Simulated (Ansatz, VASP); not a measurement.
## One calculation of C, two programs

```
C
1.0
     0.00000    1.78337    1.78337
     1.78337    0.00000    1.78337
     1.78337    1.78337    0.00000
C
2
Direct
  0.75000 0.75000 0.75000
  0.50000 0.50000 0.50000
```

Alike in both runs: task single point; functional r2SCAN; k mesh 7 × 7 × 7; occupations fermi-dirac, width 0.05 eV; no spin polarisation.

|  | VASP | Ansatz |
| --- | --- | --- |
| version | VASP 6.6.1 | Ansatz 0.2.0 |
| potentials or method | VASP PAW PBE potentials, release 64 (C) | Ansatz PAW |
| plane-wave cutoff (eV) | 520 | 500 |
| valence electrons in the cell | 8 | 8 |

```tsv
	VASP	Ansatz	Ansatz less VASP
gap on the k mesh at the Fermi level (eV)	4.47	4.49	+0.026
least direct gap on the mesh (eV)	5.84	5.88	+0.045
pressure (GPa)	-1.3	-2.4	-1.09
```

VASP's potentials were made for PBE, not for r2SCAN. With one functional, cell and mesh, what is left measures potentials, basis and numerics.

The k mesh is coarse, so the values compare programs but aren't converged. Noted on Ansatz's run: odd divisions of the mesh miss points on the zone boundary, where band edges often lie, so the gap on the mesh can be too wide.
